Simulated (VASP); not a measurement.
# Te (P3_121) in VASP: single point with PBE

Aim: the single point of Te with PBE.

Everything below comes from runs of VASP 6.6.1. Logs are shortened: lines on timing, memory, paths and dates and some standing lists are left out, and cuts for length are marked.

### 1 The cell of the first run

Symmetry: P3_121, No. 152, trigonal system. Conventional cell: a = 4.454 Å, b = 4.454 Å, c = 5.924 Å, α = 90.00°, β = 90.00°, γ = 120.00°. Within 3.8 Å of Te (site symmetry 2) lie 6 Te at 2.86 to 3.47 Å.

### 2 Single point, PBE

INCAR

```
PREC = Accurate
ENCUT = 520
EDIFF = 1E-6
ISMEAR = 0
SIGMA = 0.01
LREAL = False
LASPH = True
NELM = 80
ALGO = Normal
ISIF = 2
LWAVE = False
LCHARG = False
GGA = PE
NBANDS = 16
```

KPOINTS

```
Automatic mesh
0
Gamma
  3 3 2
```

POSCAR

```
Te
1.0
    4.4540000000      0.0000000000      0.0000000000
   -2.2270000000      3.8572771485      0.0000000000
    0.0000000000      0.0000000000      5.9240000000
Te
3
Direct
    0.7310000000      0.7310000000      0.0000000000
    0.0000000000      0.2690000000      0.6666666667
    0.2690000000      0.0000000000      0.3333333333
```

Potentials or basis: VASP PAW PBE potentials, release 64 (Te).

Run with:

```sh
> cat potpaw_PBE.64/Te/POTCAR > POTCAR
> mpirun -np 1 vasp_std > vasp.out
```

OUTCAR:

```text
PREC = Accurate
   ENCUT = 520
   EDIFF = 1E-6
   ISMEAR = 0
   LREAL = False
   LASPH = True
   NELM = 80
   ISIF = 2
   GGA = PE

 ion  position               nearest neighbor table
   1  0.731  0.731  0.000-   3 2.86   2 2.86   3 3.47   2 3.47   2 3.47   3 3.47
   2  0.000  0.269  0.667-   1 2.86   3 2.86   1 3.47   1 3.47   3 3.47   3 3.47
   3  0.269  0.000  0.333-   1 2.86   2 2.86   1 3.47   1 3.47   2 3.47   2 3.47

  LATTYP: Found a hexagonal cell.
 ALAT       =     4.4540000000
 C/A-ratio  =     1.3300404131

  Lattice vectors:

 A1 = (   4.4540000000,   0.0000000000,   0.0000000000)
 A2 = (  -2.2270000000,   3.8572771485,   0.0000000000)
 A3 = (   0.0000000000,   0.0000000000,   5.9240000000)

Analysis of symmetry for initial positions (statically):
=====================================================================
 Subroutine PRICEL returns:
 Original cell was already a primitive cell.

 Routine SETGRP: Setting up the symmetry group for a
 hexagonal supercell.

 Subroutine GETGRP returns: Found  6 space group operations
 (whereof  2 operations were pure point group operations)
 out of a pool of 24 trial point group operations.

The static configuration has the point symmetry C_2 .
 The point group associated with its full space group is D_3 .

Analysis of symmetry for dynamics (positions and initial velocities):
=====================================================================
 Subroutine PRICEL returns:
 Original cell was already a primitive cell.

 Routine SETGRP: Setting up the symmetry group for a
 hexagonal supercell.

 Subroutine GETGRP returns: Found  6 space group operations
 (whereof  2 operations were pure point group operations)
 out of a pool of 24 trial point group operations.

The dynamic configuration has the point symmetry C_2 .
 The point group associated with its full space group is D_3 .

 Subroutine INISYM returns: Found  6 space group operations
 (whereof  2 operations are pure point group operations),
 and found     1 'primitive' translations

----------------------------------------------------------------------------------------

                                     Primitive cell

  volume of cell :     101.7762

  direct lattice vectors                    reciprocal lattice vectors
     4.454000000  0.000000000  0.000000000     0.224517288  0.129625117  0.000000000
    -2.227000000  3.857277149  0.000000000     0.000000000  0.259250233  0.000000000
     0.000000000  0.000000000  5.924000000     0.000000000  0.000000000  0.168804862

  length of vectors
     4.454000000  4.454000000  5.924000000     0.259250233  0.259250233  0.168804862

  position of ions in fractional coordinates (direct lattice)
     0.731000000  0.731000000  0.000000000
     0.000000000  0.269000000  0.666666667
     0.269000000  0.000000000  0.333333333

  ion indices of the primitive-cell ions
   primitive index   ion index
                 1           1
                 2           2
                 3           3

----------------------------------------------------------------------------------------

 KPOINTS: Automatic mesh

Automatic generation of k-mesh.
 Grid dimensions read from file:
 generate k-points for:    3    3    2

 Generating k-lattice:

  Cartesian coordinates                     Fractional coordinates (reciprocal lattice)
     0.074839096  0.043208372  0.000000000     0.333333333  0.000000000  0.000000000
     0.000000000  0.086416744  0.000000000     0.000000000  0.333333333  0.000000000
     0.000000000  0.000000000  0.084402431     0.000000000  0.000000000  0.500000000

  Length of vectors
     0.086416744  0.086416744  0.084402431

  Shift w.r.t. Gamma in fractional coordinates (k-lattice)
     0.000000000  0.000000000  0.000000000

 Subroutine IBZKPT returns following result:
 ===========================================

 Found      6 irreducible k-points:

 Following reciprocal coordinates:
            Coordinates               Weight
  0.000000  0.000000  0.000000      1.000000
  0.333333  0.000000  0.000000      6.000000
  0.333333  0.333333  0.000000      2.000000
  0.000000  0.000000  0.500000      1.000000
  0.333333  0.000000  0.500000      6.000000
  0.333333  0.333333  0.500000      2.000000
   k-points           NKPTS =      6   k-points in BZ     NKDIM =      6   number of bands    NBANDS=     16
   number of dos      NEDOS =    301   number of ions     NIONS =      3
   total plane-waves  NPLWV =  62208
   dimension x,y,z NGX =    36 NGY =   36 NGZ =   48
   dimension x,y,z NGXF=    72 NGYF=   72 NGZF=   96
   ions per type =               3
   NGX,Y,Z   is equivalent  to a cutoff of  13.44, 13.44, 13.47 a.u.
   NGXF,Y,Z  is equivalent  to a cutoff of  26.87, 26.87, 26.94 a.u.
 SYSTEM =  unknown system
   PREC   = accura    normal or accurate (medium, high low for compatibility)
   ISTART =      0    job   : 0-new  1-cont  2-samecut
   ICHARG =      2    charge: 1-file 2-atom 10-const
   ISPIN  =      1    spin polarized calculation?
   LNONCOLLINEAR =      F non collinear calculations
   LSORBIT =      F    spin-orbit coupling
   LASPH  =      T    aspherical Exc in radial PAW
   ENCUT  =  520.0 eV  38.22 Ry    6.18 a.u.   8.28  8.28 11.01*2*pi/ulx,y,z
   NELM   =     80;   NELMIN=  2; NELMDL= -5     # of ELM steps
   EDIFF  = 0.1E-05   stopping-criterion for ELM
   LREAL  =      F    real-space projection
   EDIFFG = 0.1E-04   stopping-criterion for IOM
   NSW    =      0    number of steps for IOM
   IBRION =     -1    ionic relax: 0-MD 1-quasi-New 2-CG
   NFREE  =      0    steps in history (QN), initial steepest desc. (CG)
   ISIF   =      2    stress and relaxation
   ISYM   =      2    0-nonsym 1-usesym 2-fastsym
   POTIM  = 0.5000    time-step for ionic-motion
   TEBEG  =    0.0;   TEEND  =   0.0 temperature during run
   PSTRESS=    0.0 pullay stress
   NELECT =      18.0000    total number of electrons
   NUPDOWN=      -1.0000    fix difference up-down
   EMIN   =  10.00;   EMAX   =-10.00  energy-range for DOS
   EFERMI =   0.00;   METHOD = LEGACY
   ISMEAR =     0;   SIGMA  =   0.01  broadening in eV -4-tet -1-fermi 0-gaus
   EFERMI_NEDOS =   21; number of points for ismear=-14 and -15
   IALGO  =     38    algorithm
   IMIX   =      4    mixing-type and parameters
     AMIX     =   0.40;   BMIX     =  1.00
     AMIX_MAG =   1.60;   BMIX_MAG =  1.00
  volume/ion in A,a.u.               =      33.93       228.94
  Fermi-wavevector in a.u.,A,eV,Ry     =   0.918933  1.736531 11.489263  0.844437
  Thomas-Fermi vector in A             =   2.044070
   LORBIT       =      0    0 simple, 1 ext, 2 COOP (PROOUT), +10 PAW based schemes
   GGA     = PE    functional components
   LHFCALC =     F    Hartree Fock is set to
   AEXX    =    0.0000 exact exchange contribution
   IVDW    =     0    specifies the selected vdW correction
   LEPSILON=     F    determine dielectric tensor
   LRPA    =     F    only Hartree local field effects (RPA)
 non-spin polarized calculation
 Gauss-broadening in eV      SIGMA  =   0.01
  energy-cutoff  :      520.00
  volume of cell :      101.78
 maximum number of plane-waves:      2754
 NGX is ok and might be reduce to    36
   NGX = 17   NGY = 17   NGZ = 23

 number of electron      17.9999999 magnetization

 Free energy of the ion-electron system (eV)
  ---------------------------------------------------
  ext. energy  EPLUGINS =         0.00000000
  ---------------------------------------------------
  free energy    TOTEN  =        -9.23209900 eV

  energy without entropy =       -9.23209900  energy(sigma->0) =       -9.23209900

 E-fermi :   6.0373     XC(G=0):  -9.0631

 val. band max:        5.9723070830   @ k =   0.3333   0.3333   0.5000
 cond. band min:       6.1301612030   @ k =   0.3333   0.3333   0.5000
 fundamental gap:      0.1578541200
 Fermi energy:         6.0372811431

 k-point     1 :       0.0000    0.0000    0.0000
  band No.  band energies     occupation
      1      -7.6518      2.00000
      2      -4.3471      2.00000
      3      -4.3471      2.00000
      4       2.8958      2.00000
      5       3.2156      2.00000
      6       3.2156      2.00000
[... 8 lines left out ...]
     15      11.9485      0.00000
     16      12.2296      0.00000

 k-point     2 :       0.3333    0.0000    0.0000
  band No.  band energies     occupation
      1      -6.9787      2.00000
      2      -4.7418      2.00000
      3      -4.1815      2.00000
      4       1.1220      2.00000
      5       1.7635      2.00000
      6       2.3615      2.00000
[... 8 lines left out ...]
     15      13.0024      0.00000
     16      13.8283      0.00000

 k-point     3 :       0.3333    0.3333    0.0000
  band No.  band energies     occupation
      1      -6.4168      2.00000
      2      -4.7139      2.00000
      3      -4.7139      2.00000
      4       1.4746      2.00000
      5       1.4746      2.00000
      6       2.8877      2.00000
[... 8 lines left out ...]
     15      11.7760      0.00000
     16      14.4898      0.00000

 k-point     4 :       0.0000    0.0000    0.5000
  band No.  band energies     occupation
      1      -6.7615      2.00000
      2      -6.7615      2.00000
      3      -2.2418      2.00000
      4       2.0133      2.00000
      5       3.2945      2.00000
      6       3.2945      2.00000
[... 8 lines left out ...]
     15      11.1994      0.00000
     16      12.9786      0.00000

 k-point     5 :       0.3333    0.0000    0.5000
  band No.  band energies     occupation
      1      -6.3147      2.00000
      2      -6.1211      2.00000
      3      -3.4821      2.00000
      4       0.8768      2.00000
      5       2.2949      2.00000
      6       2.6112      2.00000
[... 8 lines left out ...]
     15      12.7732      0.00000
     16      13.1059      0.00000

 k-point     6 :       0.3333    0.3333    0.5000
  band No.  band energies     occupation
      1      -5.8284      2.00000
      2      -5.8284      2.00000
      3      -4.1258      2.00000
      4       0.7954      2.00000
      5       0.9473      2.00000
      6       0.9473      2.00000
[... 8 lines left out ...]
     15      12.4381      0.00000
     16      12.9819      0.00000

------------------------ aborting loop because EDIFF is reached ----------------------------------------

  FORCE on cell =-STRESS in cart. coord.  units (eV):
  Direction    XX          YY          ZZ          XY          YZ          ZX
  --------------------------------------------------------------------------------------
  -------------------------------------------------------------------------------------
  Total        1.3863243      1.3863243      0.8593298      0.0000000      0.0000000      0.0000000
  in kB       21.8237467     21.8237467     13.5277114      0.0000000      0.0000000      0.0000000
  external PRESSURE =      19.0584016 kB  Pullay stress =       0.0000000 kB

 VOLUME and BASIS-vectors are now :
 -----------------------------------------------------------------------------
  energy-cutoff  :      520.00
  volume of cell :      101.78
      direct lattice vectors                 reciprocal lattice vectors
     4.454000000  0.000000000  0.000000000     0.224517288  0.129625117  0.000000000
    -2.227000000  3.857277149  0.000000000     0.000000000  0.259250233  0.000000000
     0.000000000  0.000000000  5.924000000     0.000000000  0.000000000  0.168804862

 POSITION                                       TOTAL-FORCE (eV/Angst)
 -----------------------------------------------------------------------------------
      1.62794      2.81967      0.00000         0.059128      0.102413     -0.000000
     -0.59906      1.03761      3.94933         0.059128     -0.102413      0.000000
      1.19813      0.00000      1.97467        -0.118256     -0.000000     -0.000000
 -----------------------------------------------------------------------------------
    total drift:                               -0.000000     -0.000000      0.000000

  FREE ENERGIE OF THE ION-ELECTRON SYSTEM (eV)
  ---------------------------------------------------
  free  energy   TOTEN  =        -9.2320990049 eV

  energy  without entropy=       -9.2320990049  energy(sigma->0) =       -9.23209900
```

Wall time 14 s (1 thread of AMD EPYC 7R43 (Zen 3), shared host); peak memory 0.18 GiB.

What came out:

```yaml
Free_energy: -9.2321 eV
Pressure: 1.9 GPa
Largest_force: 0.118 eV/Å
Band_gap_on_the_k_mesh: 0.16 eV, direct
```

Forces in eV/Å, atoms in the order of the input:
```
Te   0.059  0.102  0.000
Te   0.059 -0.102  0.000
Te  -0.118  0.000  0.000
```

Levels at points of the mesh, in eV from the valence-band top:
```
           k point  band 7  band 8  band 9  band 10  band 11  band 12
(0.00, 0.00, 0.00)   -1.68   -1.68   -0.85     1.00     1.00     1.59
(0.00, 0.00, 0.50)   -1.33   -1.03   -1.03     0.46     0.48     0.48
```

Caveat: the k points lie up to 0.54 Å⁻¹ apart; spin-orbit coupling is left out, which moves the levels of the heavy elements. A k mesh can miss the band edges.
